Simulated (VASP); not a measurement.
A run of VASP 6.6.1 is set up as follows.

The input INCAR:

```
SYSTEM = HfC
PREC     = Accurate       ! precision mode
ENCUT    = 600            ! plane-wave cutoff, eV
EDIFF    = 1E-7           ! SCF threshold, eV
ISMEAR   = 0              ! smearing method
SIGMA    = 0.1            ! smearing width, eV
LREAL    = .False.        ! projectors in reciprocal space
LASPH    = .True.         ! aspherical terms in the spheres
NELM     = 60             ! most SCF steps
ALGO     = Normal         ! electronic algorithm
ISIF     = 3              ! what is computed and relaxed
LWAVE    = .False.        ! write WAVECAR
LCHARG   = .False.        ! write CHGCAR
GGA      = PS             ! functional
IBRION   = 2              ! ionic algorithm
NSW      = 100            ! ionic steps
EDIFFG   = -0.005         ! ionic threshold
```

KPOINTS

```
Automatic mesh
0
Gamma
  16 16 16
  0 0 0
```

Contents of POSCAR:

```
HfC
1.0
    0.0000000000      2.3250000000      2.3250000000
    2.3250000000      0.0000000000      2.3250000000
    2.3250000000      2.3250000000      0.0000000000
Hf C
1 1
Direct
    0.5000000000      0.5000000000      0.5000000000
    0.0000000000      0.0000000000      0.0000000000
```

Potentials or basis: VASP PAW PBE potentials, release 64 (Hf_pv, C).

The run is started by

```console
$ cat potpaw_PBE.64/Hf_pv/POTCAR potpaw_PBE.64/C/POTCAR > POTCAR
$ mpirun -np 1 vasp_std > vasp.out
```

Question: Estimate the space group after relaxing (to 0.05 Å).

Answer: Fm-3m (No. 225).

Question: Estimate the relaxed volume.

Answer: 12.20 Å³/atom.

Question: What does it give for the band gap on the k mesh?

Answer: Zero (band 7 reaches 7.08 eV, above the bottom of band 8 at 5.61 eV).

Question: What does it give for the relaxed cell?

Answer: a = 3.256 Å, b = 3.256 Å, c = 3.256 Å, α = 60.00°, β = 60.00°, γ = 60.00°.

Step by step:
```
step  energy change (eV)  largest force (eV/Å)  pressure (GPa)  volume (Å³)
   1              0.0000                0.0000           -7.05        25.14
   2              0.0371                0.0000           14.57        23.18
   3             -0.0165                0.0000           -0.11        24.42
   4             -0.0165                0.0000            0.04        24.40
```

Caveat: the PAW data sets were made with another functional, which shifts forces and pressure a little; spin-orbit coupling is left out, which moves the levels of the heavy elements.
